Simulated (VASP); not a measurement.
# Zr2SeS2 (P4/mmm) in VASP: a series of runs

The runs below take Zr2SeS2 through single point, relaxation of cell and atoms, with PBE.

All numbers are computed with VASP 6.6.1; they aren't measurements. Logs are shortened: lines on timing, memory, paths and dates and some standing lists are left out, and cuts for length are marked.

### 1 The cell of the first run

The structure is tetragonal, space group P4/mmm (No. 123). Conventional cell: a = 5.034 Å, b = 5.034 Å, c = 4.635 Å, α = 90.00°, β = 90.00°, γ = 90.00°. Within 3.6 Å of Zr (site symmetry mmm) lie 2 Se at 2.52 Å and 8 S at 3.42 Å and 4 Zr at 3.56 Å. Within 3.1 Å of Se (site symmetry 4/mmm) lie 2 S at 2.32 Å and 4 Zr at 2.52 Å. S (site symmetry 4/mmm) has 2 Se at 2.32 Å within 3.1 Å. S (site symmetry 4/mmm) has 8 Zr at 3.42 Å and 6 S at 3.56 to 4.63 Å and 8 Se at 4.25 Å within 4.7 Å.

The cell was built from a structure type or drawn by symmetry, and may not be a known phase.

### 2 Single point, PBE

Input file INCAR:

```
SYSTEM = Zr2SeS2
PREC     = Accurate       ! precision mode
ENCUT    = 520            ! plane-wave cutoff, eV
EDIFF    = 1E-7           ! SCF threshold, eV
ISMEAR   = 0              ! smearing method
SIGMA    = 0.1            ! smearing width, eV
LREAL    = .False.        ! projectors in reciprocal space
LASPH    = .True.         ! aspherical terms in the spheres
NELM     = 80             ! most SCF steps
ALGO     = Normal         ! electronic algorithm
ISIF     = 2              ! what is computed and relaxed
LWAVE    = .False.        ! write WAVECAR
LCHARG   = .False.        ! write CHGCAR
GGA      = PE             ! functional
NBANDS   = 29             ! bands
```

Input file KPOINTS:

```
Automatic mesh
0
Gamma
  4 4 4
  0 0 0
```

Input file POSCAR:

```
Zr2SeS2
1.0
    5.0335838534      0.0000000000      0.0000000000
    0.0000000000      5.0335838534      0.0000000000
    0.0000000000      0.0000000000      4.6345949666
Zr Se S
2 1 2
Direct
    0.0000000000      0.5000000000      0.0000000000
    0.5000000000      0.0000000000      0.0000000000
    0.5000000000      0.5000000000      0.0000000000
    0.5000000000      0.5000000000      0.5000000000
    0.0000000000      0.0000000000      0.5000000000
```

Potentials or basis: VASP PAW PBE potentials, release 64 (Zr_sv, Se, S).

On the command line:

```console
$ cat potpaw_PBE.64/Zr_sv/POTCAR potpaw_PBE.64/Se/POTCAR potpaw_PBE.64/S/POTCAR > POTCAR
$ mpirun -np 1 vasp_std > vasp.out
```

OUTCAR:

```text
SYSTEM = Zr2SeS2
   PREC = Accurate
   ENCUT = 520
   EDIFF = 1E-7
   ISMEAR = 0
   LREAL = .False.
   LASPH = .True.
   NELM = 80
   ISIF = 2
   GGA = PE

 ion  position               nearest neighbor table
   1  0.000  0.500  0.000-   3 2.52   3 2.52   2 3.56   2 3.56   2 3.56   2 3.56
   2  0.500  0.000  0.000-   3 2.52   3 2.52   1 3.56   1 3.56   1 3.56   1 3.56
   3  0.500  0.500  0.000-   4 2.32   4 2.32   1 2.52   2 2.52   2 2.52   1 2.52
   4  0.500  0.500  0.500-   3 2.32   3 2.32
   5  0.000  0.000  0.500-

  LATTYP: Found a simple tetragonal cell.
 ALAT       =     5.0335838534
 C/A-ratio  =     0.9207346300

  Lattice vectors:

 A1 = (   5.0335838534,   0.0000000000,   0.0000000000)
 A2 = (   0.0000000000,   5.0335838534,   0.0000000000)
 A3 = (   0.0000000000,   0.0000000000,   4.6345949666)

Analysis of symmetry for initial positions (statically):
=====================================================================
 Subroutine PRICEL returns:
 Original cell was already a primitive cell.

 Routine SETGRP: Setting up the symmetry group for a
 simple tetragonal supercell.

 Subroutine GETGRP returns: Found 16 space group operations
 (whereof 16 operations were pure point group operations)
 out of a pool of 16 trial point group operations.

The static configuration has the point symmetry D_4h.

Analysis of symmetry for dynamics (positions and initial velocities):
=====================================================================
 Subroutine PRICEL returns:
 Original cell was already a primitive cell.

 Routine SETGRP: Setting up the symmetry group for a
 simple tetragonal supercell.

 Subroutine GETGRP returns: Found 16 space group operations
 (whereof 16 operations were pure point group operations)
 out of a pool of 16 trial point group operations.

The dynamic configuration has the point symmetry D_4h.

 Subroutine INISYM returns: Found 16 space group operations
 (whereof 16 operations are pure point group operations),
 and found     1 'primitive' translations

----------------------------------------------------------------------------------------

                                     Primitive cell

  volume of cell :     117.4266

  direct lattice vectors                    reciprocal lattice vectors
     5.033583853  0.000000000  0.000000000     0.198665609  0.000000000  0.000000000
     0.000000000  5.033583853  0.000000000     0.000000000  0.198665609  0.000000000
     0.000000000  0.000000000  4.634594967     0.000000000  0.000000000  0.215768585

  length of vectors
     5.033583853  5.033583853  4.634594967     0.198665609  0.198665609  0.215768585

  position of ions in fractional coordinates (direct lattice)
     0.000000000  0.500000000  0.000000000
     0.500000000  0.000000000  0.000000000
     0.500000000  0.500000000  0.000000000
     0.500000000  0.500000000  0.500000000
     0.000000000  0.000000000  0.500000000

  ion indices of the primitive-cell ions
   primitive index   ion index
                 1           1
                 2           2
                 3           3
                 4           4
                 5           5

----------------------------------------------------------------------------------------

 KPOINTS: Automatic mesh

Automatic generation of k-mesh.
 Grid dimensions read from file:
 generate k-points for:    4    4    4

 Generating k-lattice:

  Cartesian coordinates                     Fractional coordinates (reciprocal lattice)
     0.049666402  0.000000000  0.000000000     0.250000000  0.000000000  0.000000000
     0.000000000  0.049666402  0.000000000     0.000000000  0.250000000  0.000000000
     0.000000000  0.000000000  0.053942146     0.000000000  0.000000000  0.250000000

  Length of vectors
     0.049666402  0.049666402  0.053942146

  Shift w.r.t. Gamma in fractional coordinates (k-lattice)
     0.000000000  0.000000000  0.000000000

 Subroutine IBZKPT returns following result:
 ===========================================

 Found     18 irreducible k-points:

 Following reciprocal coordinates:
            Coordinates               Weight
  0.000000  0.000000  0.000000      1.000000
  0.250000  0.000000  0.000000      4.000000
  0.500000  0.000000  0.000000      2.000000
  0.250000  0.250000  0.000000      4.000000
  0.500000  0.250000  0.000000      4.000000
  0.500000  0.500000  0.000000      1.000000
[... 10 lines left out ...]
  0.500000  0.250000  0.500000      4.000000
  0.500000  0.500000  0.500000      1.000000
   k-points           NKPTS =     18   k-points in BZ     NKDIM =     18   number of bands    NBANDS=     29
   number of dos      NEDOS =    301   number of ions     NIONS =      5
   total plane-waves  NPLWV =  57600
   dimension x,y,z NGX =    40 NGY =   40 NGZ =   36
   dimension x,y,z NGXF=    80 NGYF=   80 NGZF=   72
   ions per type =               2   1   2
   NGX,Y,Z   is equivalent  to a cutoff of  13.21, 13.21, 12.91 a.u.
   NGXF,Y,Z  is equivalent  to a cutoff of  26.42, 26.42, 25.83 a.u.
 SYSTEM =  Zr2SeS2
   PREC   = accura    normal or accurate (medium, high low for compatibility)
   ISTART =      0    job   : 0-new  1-cont  2-samecut
   ICHARG =      2    charge: 1-file 2-atom 10-const
   ISPIN  =      1    spin polarized calculation?
   LNONCOLLINEAR =      F non collinear calculations
   LSORBIT =      F    spin-orbit coupling
   LASPH  =      T    aspherical Exc in radial PAW
   ENCUT  =  520.0 eV  38.22 Ry    6.18 a.u.   9.36  9.36  8.62*2*pi/ulx,y,z
   NELM   =     80;   NELMIN=  2; NELMDL= -5     # of ELM steps
   EDIFF  = 0.1E-06   stopping-criterion for ELM
   LREAL  =      F    real-space projection
   EDIFFG = 0.1E-05   stopping-criterion for IOM
   NSW    =      0    number of steps for IOM
   IBRION =     -1    ionic relax: 0-MD 1-quasi-New 2-CG
   NFREE  =      0    steps in history (QN), initial steepest desc. (CG)
   ISIF   =      2    stress and relaxation
   ISYM   =      2    0-nonsym 1-usesym 2-fastsym
   POTIM  = 0.5000    time-step for ionic-motion
   TEBEG  =    0.0;   TEEND  =   0.0 temperature during run
   PSTRESS=    0.0 pullay stress
   NELECT =      42.0000    total number of electrons
   NUPDOWN=      -1.0000    fix difference up-down
   EMIN   =  10.00;   EMAX   =-10.00  energy-range for DOS
   EFERMI =   0.00;   METHOD = LEGACY
   ISMEAR =     0;   SIGMA  =   0.10  broadening in eV -4-tet -1-fermi 0-gaus
   EFERMI_NEDOS =   21; number of points for ismear=-14 and -15
   IALGO  =     38    algorithm
   IMIX   =      4    mixing-type and parameters
     AMIX     =   0.40;   BMIX     =  1.00
     AMIX_MAG =   1.60;   BMIX_MAG =  1.00
  volume/ion in A,a.u.               =      23.49       158.49
  Fermi-wavevector in a.u.,A,eV,Ry     =   1.162079  2.196012 18.373695  1.350428
  Thomas-Fermi vector in A             =   2.298644
   LORBIT       =      0    0 simple, 1 ext, 2 COOP (PROOUT), +10 PAW based schemes
   GGA     = PE    functional components
   LHFCALC =     F    Hartree Fock is set to
   AEXX    =    0.0000 exact exchange contribution
   IVDW    =     0    specifies the selected vdW correction
   LEPSILON=     F    determine dielectric tensor
   LRPA    =     F    only Hartree local field effects (RPA)
 non-spin polarized calculation
 Gauss-broadening in eV      SIGMA  =   0.10
  energy-cutoff  :      520.00
  volume of cell :      117.43
 maximum number of plane-waves:      3205
 NGX is ok and might be reduce to    40
   NGX = 19   NGY = 19   NGZ = 17

 number of electron      41.9999997 magnetization

 Free energy of the ion-electron system (eV)
  ---------------------------------------------------
  ext. energy  EPLUGINS =         0.00000000
  ---------------------------------------------------
  free energy    TOTEN  =       -27.91203191 eV

  energy without entropy =      -27.88255916  energy(sigma->0) =      -27.89729554

 E-fermi :   6.6683     XC(G=0):  -9.9166

 val. band max:        6.6612357853   @ k =   0.0000   0.0000   0.0000
 cond. band min:       6.6930070281   @ k =   0.5000   0.2500   0.0000
 fundamental gap:      0.0317712428
 Fermi energy:         6.6682591759

 k-point     1 :       0.0000    0.0000    0.0000
  band No.  band energies     occupation
      1     -43.5816      2.00000
      2     -43.5538      2.00000
      3     -21.7657      2.00000
      4     -21.7281      2.00000
      5     -21.6836      2.00000
      6     -21.6836      2.00000
[... 21 lines left out ...]
     28       7.7136      0.00000
     29       9.5484      0.00000

 k-point     2 :       0.2500    0.0000    0.0000
  band No.  band energies     occupation
      1     -43.5776      2.00000
      2     -43.5579      2.00000
      3     -21.7598      2.00000
      4     -21.7332      2.00000
      5     -21.6836      2.00000
      6     -21.6685      2.00000
[... 21 lines left out ...]
     28       8.0904      0.00000
     29       9.0668      0.00000

 k-point     3 :       0.5000    0.0000    0.0000
  band No.  band energies     occupation
      1     -43.5678      2.00000
      2     -43.5677      2.00000
      3     -21.7467      2.00000
      4     -21.7456      2.00000
      5     -21.6836      2.00000
      6     -21.6514      2.00000
[... 21 lines left out ...]
     28       8.3386      0.00000
     29       8.4491      0.00000

 k-point     4 :       0.2500    0.2500    0.0000
  band No.  band energies     occupation
      1     -43.5747      2.00000
      2     -43.5608      2.00000
      3     -21.7662      2.00000
      4     -21.7555      2.00000
      5     -21.7367      2.00000
      6     -21.5838      2.00000
[... 21 lines left out ...]
     28       8.1053      0.00000
     29       9.8976      0.00000

 k-point     5 :       0.5000    0.2500    0.0000
  band No.  band energies     occupation
      1     -43.5678      2.00000
      2     -43.5677      2.00000
      3     -21.8046      2.00000
      4     -21.7460      2.00000
      5     -21.7454      2.00000
      6     -21.5419      2.00000
[... 21 lines left out ...]
     28       8.4831      0.00000
     29       9.7896      0.00000
[... 318 lines left out ...]
     28       8.3969      0.00000
     29       8.6311      0.00000

 k-point    16 :       0.2500    0.2500    0.5000
  band No.  band energies     occupation
      1     -43.5745      2.00000
      2     -43.5606      2.00000
      3     -21.7644      2.00000
      4     -21.7640      2.00000
      5     -21.7441      2.00000
      6     -21.5830      2.00000
[... 21 lines left out ...]
     28       8.3383      0.00000
     29       8.7494      0.00000

 k-point    17 :       0.5000    0.2500    0.5000
  band No.  band energies     occupation
      1     -43.5676      2.00000
      2     -43.5675      2.00000
      3     -21.8018      2.00000
      4     -21.7540      2.00000
      5     -21.7534      2.00000
      6     -21.5412      2.00000
[... 21 lines left out ...]
     28       8.3597      0.00000
     29       8.9913      0.00000

 k-point    18 :       0.5000    0.5000    0.5000
  band No.  band energies     occupation
      1     -43.5676      2.00000
      2     -43.5676      2.00000
      3     -21.8605      2.00000
      4     -21.7531      2.00000
      5     -21.7531      2.00000
      6     -21.5240      2.00000
[... 21 lines left out ...]
     28       8.1704      0.00000
     29       9.7823      0.00000

------------------------ aborting loop because EDIFF is reached ----------------------------------------

  FORCE on cell =-STRESS in cart. coord.  units (eV):
  Direction    XX          YY          ZZ          XY          YZ          ZX
  --------------------------------------------------------------------------------------
  -------------------------------------------------------------------------------------
  Total        0.1246776      0.1246776     -0.0188779      0.0000000      0.0000000      0.0000000
  in kB        1.7011111      1.7011111     -0.2575714      0.0000000      0.0000000      0.0000000
  external PRESSURE =       1.0482169 kB  Pullay stress =       0.0000000 kB

 VOLUME and BASIS-vectors are now :
 -----------------------------------------------------------------------------
  energy-cutoff  :      520.00
  volume of cell :      117.43
      direct lattice vectors                 reciprocal lattice vectors
     5.033583853  0.000000000  0.000000000     0.198665609  0.000000000  0.000000000
     0.000000000  5.033583853  0.000000000     0.000000000  0.198665609  0.000000000
     0.000000000  0.000000000  4.634594967     0.000000000  0.000000000  0.215768585

 POSITION                                       TOTAL-FORCE (eV/Angst)
 -----------------------------------------------------------------------------------
      0.00000      2.51679      0.00000         0.000000      0.000000      0.000000
      2.51679      0.00000      0.00000         0.000000      0.000000      0.000000
      2.51679      2.51679      0.00000         0.000000      0.000000      0.000000
      2.51679      2.51679      2.31730         0.000000      0.000000      0.000000
      0.00000      0.00000      2.31730         0.000000      0.000000      0.000000
 -----------------------------------------------------------------------------------
    total drift:                                0.000000      0.000000     -0.000000

  FREE ENERGIE OF THE ION-ELECTRON SYSTEM (eV)
  ---------------------------------------------------
  free  energy   TOTEN  =       -27.9120319150 eV

  energy  without entropy=      -27.8825591593  energy(sigma->0) =      -27.89729554
```

Run time: 38 s. Hardware: 1 thread of AMD EPYC 9R45 (Zen 5), shared host; peak memory 0.22 GiB.

Results:

| Item | Value |
| --- | --- |
| Free energy | -27.9120 eV |
| Pressure | 0.1 GPa |
| Band gap on the k mesh | zero (bands 21 and 22 overlap by 1.37 eV) |

Levels at points of the mesh, in eV from the Fermi level:
| k point | band 19 | band 20 | band 21 | band 22 | band 23 | band 24 |
| --- | --- | --- | --- | --- | --- | --- |
| (0.00, 0.00, 0.00) | -1.52 | -0.99 | -0.99 | -0.93 | -0.93 | -0.39 |
| (0.50, 0.00, 0.00) | -1.53 | -0.59 | -0.38 | -0.15 | 0.42 | 0.45 |
| (0.50, 0.50, 0.00) | -1.46 | 0.44 | 0.44 | 0.94 | 1.09 | 1.42 |
| (0.00, 0.00, 0.50) | -1.97 | -1.97 | -1.61 | 0.54 | 0.74 | 1.36 |
| (0.50, 0.00, 0.50) | -2.24 | -2.16 | -0.82 | 0.49 | 0.80 | 0.81 |
| (0.50, 0.50, 0.50) | -1.23 | -1.23 | -0.48 | -0.48 | 0.11 | 0.79 |

### 3 Single point, PBE

This run uses another cell than the first one, of 25.56 Å³/atom.

Input file INCAR:

```
SYSTEM = Zr2SeS2
PREC = Accurate
ENCUT = 520
EDIFF = 1E-6
ISMEAR = 0
SIGMA = 0.1
LREAL = .FALSE.
LASPH = .TRUE.
NELM = 100
ALGO = Normal
ISIF = 2
LWAVE = .FALSE.
LCHARG = .TRUE.
GGA = PE
LELF = .TRUE.
LVHAR = .TRUE.
NBANDS = 29
```

Input file KPOINTS:

```
regular mesh
0
G
  4 4 4
  0 0 0
```

POSCAR: that of step 2 with these lines changed.

```diff
@@ -2,5 +2,5 @@
 1.0
-    5.0335838534      0.0000000000      0.0000000000
-    0.0000000000      5.0335838534      0.0000000000
-    0.0000000000      0.0000000000      4.6345949666
+    4.2231097000      0.0000000000      0.0000000000
+    0.0000000000      4.2231097000      0.0000000000
+    0.0000000000      0.0000000000      7.1648015000
 Zr Se S
```

Potentials or basis: VASP PAW PBE potentials, release 64 (Zr_sv, Se, S).

On the command line:

```console
$ cat potpaw_PBE.64/Zr_sv/POTCAR potpaw_PBE.64/Se/POTCAR potpaw_PBE.64/S/POTCAR > POTCAR
$ mpirun -np 1 vasp_std > vasp.out
```

It took 32 s on 1 thread of AMD EPYC 9R45 (Zen 5), shared host; peak memory 0.22 GiB.

The run converged. Its results:

- Free energy: -16.9171 eV
- Pressure: 37.0 GPa
- Band gap on the k mesh: zero (bands 21 and 22 overlap by 1.15 eV)

Stress tensor (GPa, compression positive):
```
59.54  0.00  0.00
 0.00 59.54  0.00
 0.00  0.00 -8.15
```

Levels at points of the mesh, in eV from the Fermi level:
| k point | band 18 | band 19 | band 20 | band 21 | band 22 | band 23 | band 24 | band 25 |
| --- | --- | --- | --- | --- | --- | --- | --- | --- |
| (0.00, 0.00, 0.00) | -0.90 | -0.90 | -0.85 | -0.85 | -0.15 | -0.14 | 1.17 | 1.17 |
| (0.50, 0.00, 0.00) | -1.38 | -1.28 | -1.12 | -0.81 | -0.35 | -0.15 | 0.97 | 1.00 |
| (0.50, 0.50, 0.00) | -0.99 | 0.11 | 0.27 | 0.27 | 1.75 | 1.75 | 1.78 | 1.87 |
| (0.00, 0.00, 0.50) | -0.89 | -0.89 | -0.77 | -0.77 | -0.27 | 1.16 | 1.16 | 1.22 |
| (0.50, 0.00, 0.50) | -1.46 | -1.39 | -1.38 | -0.38 | -0.23 | -0.02 | 0.27 | 1.63 |
| (0.50, 0.50, 0.50) | -1.41 | -0.81 | 0.21 | 0.21 | 1.29 | 1.29 | 1.86 | 1.86 |

Caveat: the k points lie up to 0.37 Å⁻¹ apart, too coarse for converged energies and pressures of a metal; this functional lacks dispersion, which binds the layers, so the pressure and a relaxed spacing across them are unreliable.

(Continued in part 2 of 3.)
